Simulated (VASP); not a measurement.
# Co in VASP: a series of runs

The runs below take Co through single point, with LDA, PBE.

Everything below comes from runs of VASP 6.6.1. Logs are shortened: lines on timing, memory, paths and dates and some standing lists are left out, and cuts for length are marked.

### Step 1. The cell of the first run

The structure is trigonal, space group P-3m1 (No. 164). The conventional cell has a = 2.471 Å, b = 2.471 Å, c = 4.036 Å, α = 90.00°, β = 90.00°, γ = 120.00°. Within 3.2 Å of Co (site symmetry 3m) lie 12 Co at 2.41 to 2.54 Å.

### Step 2. Single point, LDA, collinear spin, ferromagnetic start

Contents of INCAR:

```
SYSTEM = Co
PREC     = Accurate       ! precision mode
ENCUT    = 600            ! plane-wave cutoff, eV
EDIFF    = 1E-6           ! SCF threshold, eV
ISMEAR   = -1             ! smearing method
SIGMA    = 0.05           ! smearing width, eV
LREAL    = .False.        ! projectors in reciprocal space
LASPH    = .True.         ! aspherical terms in the spheres
NELM     = 200            ! most SCF steps
ALGO     = Normal         ! electronic algorithm
ISIF     = 2              ! what is computed and relaxed
LWAVE    = .False.        ! write WAVECAR
LCHARG   = .False.        ! write CHGCAR
ISPIN    = 2              ! spin polarisation
MAGMOM   = 2 2            ! initial moments
LORBIT   = 11             ! projections on sites
LMAXMIX  = 4              ! l up to which the mixer works
GGA      = CA             ! functional
NBANDS   = 28             ! bands
GGA_COMPAT= .False.
```

Contents of KPOINTS:

```
regular mesh
0
Gamma
  12 12 7
  0 0 0
```

Contents of POSCAR:

```
Co
1.0
    2.4706706468      0.0000000000      0.0000000000
   -1.2353353234      2.1396635445      0.0000000000
    0.0000000000      0.0000000000      4.0360182824
Co
2
Direct
    0.3333333333      0.6666666667      0.7401390000
    0.6666666667      0.3333333333      0.2598610000
```

Potentials or basis: VASP PAW LDA potentials, release 64 (Co_sv).

The run is started by

```sh
$ cat potpaw_LDA.64/Co_sv/POTCAR > POTCAR
$ mpirun -np 1 vasp_std > vasp.out
```

OUTCAR:

```text
SYSTEM = Co
   PREC = Accurate
   ENCUT = 600
   EDIFF = 1E-6
   ISMEAR = -1
   LREAL = .False.
   LASPH = .True.
   NELM = 200
   ISIF = 2
   ISPIN = 2
   LORBIT = 11
   GGA = CA

 ion  position               nearest neighbor table
   1  0.333  0.667  0.740-   2 2.41   2 2.41   2 2.41   2 2.54   2 2.54   2 2.54
   2  0.667  0.333  0.260-   1 2.41   1 2.41   1 2.41   1 2.54   1 2.54   1 2.54

  LATTYP: Found a hexagonal cell.
 ALAT       =     2.4706706468
 C/A-ratio  =     1.6335719565

  Lattice vectors:

 A1 = (   2.4706706468,   0.0000000000,   0.0000000000)
 A2 = (  -1.2353353234,   2.1396635445,   0.0000000000)
 A3 = (   0.0000000000,   0.0000000000,   4.0360182824)

Analysis of symmetry for initial positions (statically):
=====================================================================
 Subroutine PRICEL returns:
 Original cell was already a primitive cell.

 Routine SETGRP: Setting up the symmetry group for a
 hexagonal supercell.

 Subroutine GETGRP returns: Found 12 space group operations
 (whereof 12 operations were pure point group operations)
 out of a pool of 24 trial point group operations.

The static configuration has the point symmetry D_3d.

Analysis of symmetry for dynamics (positions and initial velocities):
=====================================================================
 Subroutine PRICEL returns:
 Original cell was already a primitive cell.

 Routine SETGRP: Setting up the symmetry group for a
 hexagonal supercell.

 Subroutine GETGRP returns: Found 12 space group operations
 (whereof 12 operations were pure point group operations)
 out of a pool of 24 trial point group operations.

The dynamic configuration has the point symmetry D_3d.

Analysis of structural, dynamic, and magnetic symmetry:
=====================================================================
 Subroutine PRICEL returns:
 Original cell was already a primitive cell.

 Routine SETGRP: Setting up the symmetry group for a
 hexagonal supercell.

 Subroutine GETGRP returns: Found 12 space group operations
 (whereof 12 operations were pure point group operations)
 out of a pool of 24 trial point group operations.

The overall configuration has the point symmetry D_3d.

 Subroutine INISYM returns: Found 12 space group operations
 (whereof 12 operations are pure point group operations),
 and found     1 'primitive' translations

[... 111 lines left out ...]
   IALGO  =     38    algorithm
   IMIX   =      4    mixing-type and parameters
     AMIX     =   0.40;   BMIX     =  1.00
     AMIX_MAG =   1.60;   BMIX_MAG =  1.00
  volume/ion in A,a.u.               =      10.67        71.99
  Fermi-wavevector in a.u.,A,eV,Ry     =   1.912185  3.613506 49.749059  3.656453
  Thomas-Fermi vector in A             =   2.948621
   LORBIT       =     11    0 simple, 1 ext, 2 COOP (PROOUT), +10 PAW based schemes
   GGA     = CA    functional components
   LHFCALC =     F    Hartree Fock is set to
   AEXX    =    0.0000 exact exchange contribution
   IVDW    =     0    specifies the selected vdW correction
   LEPSILON=     F    determine dielectric tensor
   LRPA    =     F    only Hartree local field effects (RPA)
 spin polarized calculation
  energy-cutoff  :      600.00
  volume of cell :       21.34
 maximum number of plane-waves:       744
   NGX =  9   NGY =  9   NGZ = 17

 number of electron      33.9999998 magnetization       3.0482820

 Free energy of the ion-electron system (eV)
  ---------------------------------------------------
  ext. energy  EPLUGINS =         0.00000000
  ---------------------------------------------------
  free energy    TOTEN  =       -16.26367290 eV

  energy without entropy =      -16.24774538  energy(sigma->0) =      -16.25570914

 E-fermi :  11.8126     XC(G=0): -14.4214

 val. band max:       11.8084903736   @ k =   0.0000   0.2500   0.1429
 cond. band min:      11.8326149981   @ k =   0.3333   0.0833   0.2857
 fundamental gap:      0.0241246245
 Fermi energy:        11.8125748437

 spin component 1

 k-point     1 :       0.0000    0.0000    0.0000
  band No.  band energies     occupation
      1     -83.0570      1.00000
      2     -82.9914      1.00000
      3     -47.0275      1.00000
      4     -46.7109      1.00000
      5     -46.7109      1.00000
      6     -46.6651      1.00000
[... 733 lines left out ...]
     27      38.3731      0.00000
     28      39.3724      0.00000

 [... further k-points ...]

 spin component 2

 k-point     1 :       0.0000    0.0000    0.0000
  band No.  band energies     occupation
      1     -81.2699      1.00000
      2     -81.2001      1.00000
      3     -45.3040      1.00000
      4     -44.9814      1.00000
      5     -44.9814      1.00000
      6     -44.9250      1.00000
[... 733 lines left out ...]
     27      38.6965      0.00000
     28      39.7608      0.00000

 [... further k-points ...]

------------------------ aborting loop because EDIFF is reached ----------------------------------------

  FORCE on cell =-STRESS in cart. coord.  units (eV):
  Direction    XX          YY          ZZ          XY          YZ          ZX
  --------------------------------------------------------------------------------------
  -------------------------------------------------------------------------------------
  Total       -2.2671388     -2.2671388     -2.6208503      0.0000000      0.0000000      0.0000000
  in kB     -170.2453355   -170.2453355   -196.8064543      0.0000000      0.0000000      0.0000000
  external PRESSURE =    -179.0990417 kB  Pullay stress =       0.0000000 kB

 VOLUME and BASIS-vectors are now :
 -----------------------------------------------------------------------------
  energy-cutoff  :      600.00
  volume of cell :       21.34
      direct lattice vectors                 reciprocal lattice vectors
     2.470670647  0.000000000  0.000000000     0.404748404  0.233681600  0.000000000
    -1.235335323  2.139663544  0.000000000     0.000000000  0.467363199  0.000000000
     0.000000000  0.000000000  4.036018282     0.000000000  0.000000000  0.247768947

 POSITION                                       TOTAL-FORCE (eV/Angst)
 -----------------------------------------------------------------------------------
     -0.00000      1.42644      2.98721         0.000000      0.000000      0.493155
      1.23534      0.71322      1.04880        -0.000000      0.000000     -0.493155
 -----------------------------------------------------------------------------------
    total drift:                               -0.000000      0.000000      0.000000

  FREE ENERGIE OF THE ION-ELECTRON SYSTEM (eV)
  ---------------------------------------------------
  free  energy   TOTEN  =       -16.2636728984 eV

  energy  without entropy=      -16.2477453781  energy(sigma->0) =      -16.25570914

 total charge

# of ion       s       p       d       tot
------------------------------------------
    1        2.251   6.121   6.711  15.083
    2        2.251   6.121   6.711  15.083
--------------------------------------------------
tot          4.502  12.242  13.422  30.166

 magnetization (x)

# of ion       s       p       d       tot
------------------------------------------
    1       -0.005  -0.011   1.574   1.558
    2       -0.005  -0.011   1.574   1.558
--------------------------------------------------
tot         -0.010  -0.021   3.147   3.116
```

stdout:

```text
POSCAR found type information on POSCAR Co
 POSCAR found :  1 types and       2 ions
 scaLAPACK will be used
 LDA part: xc-table for (Slater(with rela. corr.)+CA(PZ))
 , standard interpolation
 POSCAR, INCAR and KPOINTS ok, starting setup
 FFT: planning ... GRIDC
 FFT: planning ... GRID_SOFT
 FFT: planning ... GRID
 WAVECAR not read
 entering main loop
```

Wall time 1.7 min (1 thread of AMD EPYC 7R43 (Zen 3), shared host); peak memory 0.18 GiB.

What came out:

| Item | Value |
| --- | --- |
| Free energy | -16.2637 eV |
| Pressure | -17.9 GPa |
| Largest force | 0.493 eV/Å |
| Net moment | 3.05 μB per cell |
| Site moments | Co +1.56 μB |
| Valence electrons inside the program's atomic spheres | Co 15.08 |

Forces on the atoms (eV/Å):
```
Co   0.000  0.000  0.493
Co   0.000  0.000 -0.493
```

Stress tensor (GPa, compression positive):
```
-17.02   0.00   0.00
  0.00 -17.02   0.00
  0.00   0.00 -19.68
```

Caveat: the cell stands under tension.

### Step 3. Single point, LDA, collinear spin, ferromagnetic start

This run uses another cell than the first one, of 11.10 Å³/atom.

Contents of INCAR:

```
SYSTEM = Co
ALGO     = Normal         ! electronic algorithm
EDIFF    = 1E-6           ! SCF threshold, eV
ENCUT    = 600            ! plane-wave cutoff, eV
GGA      = CA             ! functional
GGA_COMPAT= .False.      
ISIF     = 2              ! what is computed and relaxed
ISMEAR   = -1             ! smearing method
ISPIN    = 2              ! spin polarisation
LASPH    = .True.         ! aspherical terms in the spheres
LCHARG   = .True.         ! write CHGCAR
LELF     = .True.         ! ELF
LMAXMIX  = 4              ! l up to which the mixer works
LORBIT   = 11             ! projections on sites
LREAL    = .False.        ! projectors in reciprocal space
LVHAR    = .True.       
LWAVE    = .False.        ! write WAVECAR
MAGMOM   = 2 2            ! initial moments
NBANDS   = 28             ! bands
NELM     = 200            ! most SCF steps
PREC     = Accurate       ! precision mode
SIGMA    = 0.05           ! smearing width, eV
```

Contents of KPOINTS:

```
k-points
0
Gamma
  12 12 7
  0 0 0
```

Contents of POSCAR:

```
Co
1.0
    2.5038379689      0.0000000000      0.0000000000
   -1.2519189845      2.1683872881      0.0000000000
    0.0000000000      0.0000000000      4.0901994896
Co
2
Direct
    0.3333333333      0.6666666667      0.7401390000
    0.6666666667      0.3333333333      0.2598610000
```

Potentials or basis: VASP PAW LDA potentials, release 64 (Co_sv).

The run is started by

```sh
$ cat potpaw_LDA.64/Co_sv/POTCAR > POTCAR
$ mpirun -np 1 vasp_std > vasp.out
```

OUTCAR:

```text
SYSTEM = Co
   EDIFF = 1E-6
   ENCUT = 600
   GGA = CA
   ISIF = 2
   ISMEAR = -1
   ISPIN = 2
   LASPH = .True.
   LORBIT = 11
   LREAL = .False.
   NELM = 200
   PREC = Accurate

 ion  position               nearest neighbor table
   1  0.333  0.667  0.740-   2 2.44   2 2.44   2 2.44
   2  0.667  0.333  0.260-   1 2.44   1 2.44   1 2.44

  LATTYP: Found a hexagonal cell.
 ALAT       =     2.5038379689
 C/A-ratio  =     1.6335719565

  Lattice vectors:

 A1 = (   2.5038379689,   0.0000000000,   0.0000000000)
 A2 = (  -1.2519189845,   2.1683872881,   0.0000000000)
 A3 = (   0.0000000000,   0.0000000000,   4.0901994896)

Analysis of symmetry for initial positions (statically):
=====================================================================
 Subroutine PRICEL returns:
 Original cell was already a primitive cell.

 Routine SETGRP: Setting up the symmetry group for a
 hexagonal supercell.

 Subroutine GETGRP returns: Found 12 space group operations
 (whereof 12 operations were pure point group operations)
 out of a pool of 24 trial point group operations.

The static configuration has the point symmetry D_3d.

[... 931 lines left out ...]
  band No.  band energies     occupation
      1     -81.8324      1.00000
      2     -81.7737      1.00000
      3     -45.8484      1.00000
      4     -45.5626      1.00000
      5     -45.5626      1.00000
      6     -45.5135      1.00000
[... 733 lines left out ...]
     27      37.3975      0.00000
     28      38.4294      0.00000

 [... further k-points ...]
[... 5 lines left out ...]
  --------------------------------------------------------------------------------------
  -------------------------------------------------------------------------------------
  Total       -3.3287817     -3.3287817     -3.6928669      0.0000000     -0.0000000     -0.0000000
  in kB     -240.1642385   -240.1642386   -266.4321743      0.0000000     -0.0000000     -0.0000000
  external PRESSURE =    -248.9202171 kB  Pullay stress =       0.0000000 kB

 VOLUME and BASIS-vectors are now :
 -----------------------------------------------------------------------------
  energy-cutoff  :      600.00
  volume of cell :       22.21
      direct lattice vectors                 reciprocal lattice vectors
     2.503837969  0.000000000  0.000000000     0.399386866  0.230586115  0.000000000
    -1.251918985  2.168387288  0.000000000     0.000000000  0.461172229  0.000000000
     0.000000000  0.000000000  4.090199490     0.000000000  0.000000000  0.244486853

 POSITION                                       TOTAL-FORCE (eV/Angst)
 -----------------------------------------------------------------------------------
     -0.00000      1.44559      3.02732         0.000000      0.000000      0.353722
      1.25192      0.72280      1.06288        -0.000000     -0.000000     -0.353722
 -----------------------------------------------------------------------------------
    total drift:                               -0.000000      0.000000      0.000000

  FREE ENERGIE OF THE ION-ELECTRON SYSTEM (eV)
  ---------------------------------------------------
  free  energy   TOTEN  =       -16.1653730217 eV

  energy  without entropy=      -16.1482804226  energy(sigma->0) =      -16.15682672

 total charge

# of ion       s       p       d       tot
------------------------------------------
    1        2.244   6.111   6.699  15.053
    2        2.244   6.111   6.699  15.053
--------------------------------------------------
tot          4.487  12.221  13.398  30.106

 magnetization (x)

# of ion       s       p       d       tot
------------------------------------------
    1       -0.005  -0.010   1.627   1.612
    2       -0.005  -0.010   1.627   1.612
--------------------------------------------------
tot         -0.009  -0.021   3.254   3.224
```

stdout:

```text
POSCAR found type information on POSCAR Co
 POSCAR found :  1 types and       2 ions
 scaLAPACK will be used
 LDA part: xc-table for (Slater(with rela. corr.)+CA(PZ))
 , standard interpolation
 POSCAR, INCAR and KPOINTS ok, starting setup
 FFT: planning ... GRIDC
 FFT: planning ... GRID_SOFT
 FFT: planning ... GRID
 WAVECAR not read
 entering main loop
```

Run time: 5.2 min. Hardware: 1 thread of AMD EPYC 7R43 (Zen 3), shared host; peak memory 0.18 GiB.

Results:

* Free energy: -16.1654 eV
* Pressure: -24.9 GPa
* Largest force: 0.354 eV/Å
* Net moment: 3.15 μB per cell
* Site moments: Co +1.61 μB
* Valence electrons inside the program's atomic spheres: Co 15.05

Forces in eV/Å, atoms in the order of the input:
```
Co   0.000  0.000  0.354
Co   0.000  0.000 -0.354
```

Caveat: the cell stands under tension.

### Step 4. Single point, PBE, collinear spin, ferromagnetic start

This run uses another cell than the first one, of 10.89 Å³/atom.

Contents of INCAR:

```
SYSTEM = Co
ALGO = Normal
EDIFF = 1E-6
ENCUT = 520
GGA = PE
ISIF = 2
ISMEAR = 0
ISPIN = 2
LASPH = .True.
LCHARG = .False.
LMAXMIX = 4
LORBIT = 11
LREAL = .False.
LWAVE = .False.
MAGMOM = 2 2
NBANDS = 20
NELM = 150
PREC = Accurate
SIGMA = 0.1
```

Contents of KPOINTS:

```
k-points
0
Gamma
  9 9 5
  0 0 0
```

Contents of POSCAR:

```
Co
1.0
    2.4873648738      0.0000000000      0.0000000000
   -1.2436824369      2.1541211692      0.0000000000
    0.0000000000      0.0000000000      4.0632895034
Co
2
Direct
    0.3313670000      0.6497470000      0.7371330000
    0.6702970000      0.3205170000      0.2636990000
```

Potentials or basis: VASP PAW PBE potentials, release 64 (Co).

The run is started by

```sh
$ cat potpaw_PBE.64/Co/POTCAR > POTCAR
$ mpirun -np 1 vasp_std > vasp.out
```

It took 78 s on 1 thread of Intel Xeon Platinum 8488C (Sapphire Rapids), shared host; peak memory 0.22 GiB.

The run converged. Its results:

```
Free energy                                           : -14.0367 eV
Pressure                                              : -0.6 GPa
Largest force                                         : 0.707 eV/Å
Net moment                                            : 3.09 μB per cell
Site moments                                          : Co +1.57 μB
Valence electrons inside the program's atomic spheres : Co 8.28
```

Forces on the atoms (eV/Å):
```
Co   0.021  0.021  0.707
Co  -0.021 -0.021 -0.707
```

Stress tensor (GPa, compression positive):
```
-0.62  0.18  0.12
 0.18 -0.99  0.12
 0.12  0.12 -0.31
```

Levels at points of the mesh, in eV from the Fermi level:
Spin up:
| k point | band 8 | band 9 | band 10 | band 11 | band 12 | band 13 |
| --- | --- | --- | --- | --- | --- | --- |
| (0.00, 0.00, 0.00) | -1.93 | -1.90 | -0.86 | -0.82 | -0.17 | 6.09 |
Spin down:
```tsv
k point	band 4	band 5	band 6	band 7	band 8	band 9	band 10	band 11
(0.00, 0.00, 0.00)	-1.06	-1.05	-0.77	-0.77	-0.20	-0.15	-0.11	0.98
```

### Step 5. Single point, PBE, collinear spin, ferromagnetic start

This run uses another cell than the first one, of 10.89 Å³/atom.

Contents of INCAR:

```
SYSTEM = Co
ALGO = Fast
EDIFF = 1E-7
ENCUT = 520
GGA = PE
ISIF = 2
ISMEAR = 0
ISPIN = 2
LASPH = .TRUE.
LCHARG = .FALSE.
LMAXMIX = 4
LORBIT = 11
LREAL = .FALSE.
LWAVE = .FALSE.
MAGMOM = 2 2
NBANDS = 20
NELM = 150
PREC = Accurate
SIGMA = 0.1
```

Contents of KPOINTS:

```
k-points
0
G
  11 11 6
  0 0 0
```

POSCAR is that of step 4.

The run is started by

```sh
$ cat potpaw_PBE.64/Co/POTCAR > POTCAR
$ mpirun -np 1 vasp_std > vasp.out
```

It took 3.8 min on 1 thread of Intel Xeon Platinum 8488C (Sapphire Rapids), shared host; peak memory 0.3 GiB.

It converged, with:

```
Free energy                                           : -14.0415 eV
Pressure                                              : -0.3 GPa
Largest force                                         : 0.751 eV/Å
Net moment                                            : 3.13 μB per cell
Site moments                                          : Co +1.59 μB
Valence electrons inside the program's atomic spheres : Co 8.28
```

Forces on the atoms (eV/Å):
```
Co   0.023  0.023  0.750
Co  -0.023 -0.023 -0.750
```

Stress tensor (GPa, compression positive):
```
 0.10  0.17  0.12
 0.17 -0.23  0.12
 0.12  0.12 -0.91
```

Levels at points of the mesh, in eV from the Fermi level:
Spin up:
```csv
k point,band 7,band 8,band 9,band 10,band 11,band 12,band 13,band 14
"(0.00, 0.00, 0.00)",-2.35,-1.92,-1.90,-0.86,-0.82,-0.16,6.08,22.03
"(0.00, 0.00, 0.50)",-2.66,-2.65,-1.31,-1.30,-1.04,-1.03,13.91,15.47
```
Spin down:
| k point | band 4 | band 5 | band 6 | band 7 | band 8 | band 9 | band 10 | band 11 |
| --- | --- | --- | --- | --- | --- | --- | --- | --- |
| (0.00, 0.00, 0.00) | -1.04 | -1.03 | -0.75 | -0.74 | -0.19 | -0.14 | -0.10 | 0.99 |
| (0.00, 0.00, 0.50) | -1.30 | -1.10 | -1.10 | -1.09 | -1.08 | 0.55 | 0.58 | 0.75 |

### Step 6. Summary

| level | potentials or basis | cell | k mesh | cutoff (eV) | smearing | gap on the mesh (eV) | pressure (GPa) | moment (μB) | largest force (eV/Å) |
| --- | --- | --- | --- | --- | --- | --- | --- | --- | --- |
| LDA | VASP PAW LDA potentials, release 64 (Co_sv) | a = 2.471, b = 2.471, c = 4.036 Å, angles 90.0, 90.0, 120.0°, 2 atoms, atomic positions A | 12 × 12 × 7 | 600 | fermi-dirac 0.05 eV | none | -17.9 | 3.05 | 0.49 |
| LDA | VASP PAW LDA potentials, release 64 (Co_sv) | a = 2.504, b = 2.504, c = 4.090 Å, angles 90.0, 90.0, 120.0°, 2 atoms, atomic positions A | 12 × 12 × 7 | 600 | fermi-dirac 0.05 eV | none | -24.9 | 3.15 | 0.35 |
| PBE | VASP PAW PBE potentials, release 64 (Co) | a = 2.487, b = 2.487, c = 4.063 Å, angles 90.0, 90.0, 120.0°, 2 atoms, atomic positions B | 9 × 9 × 5 | 520 | gaussian 0.1 eV | none | -0.6 | 3.09 | 0.71 |
| PBE | VASP PAW PBE potentials, release 64 (Co) | a = 2.487, b = 2.487, c = 4.063 Å, angles 90.0, 90.0, 120.0°, 2 atoms, atomic positions B | 11 × 11 × 6 | 520 | gaussian 0.1 eV | none | -0.3 | 3.13 | 0.75 |

Alike in all rows: task single point; spin collinear, ferromagnetic start.

Caveats: the cell stands under tension (at least some runs).

Total energies depend on the potentials used, so only differences within one code and one set of settings carry meaning.
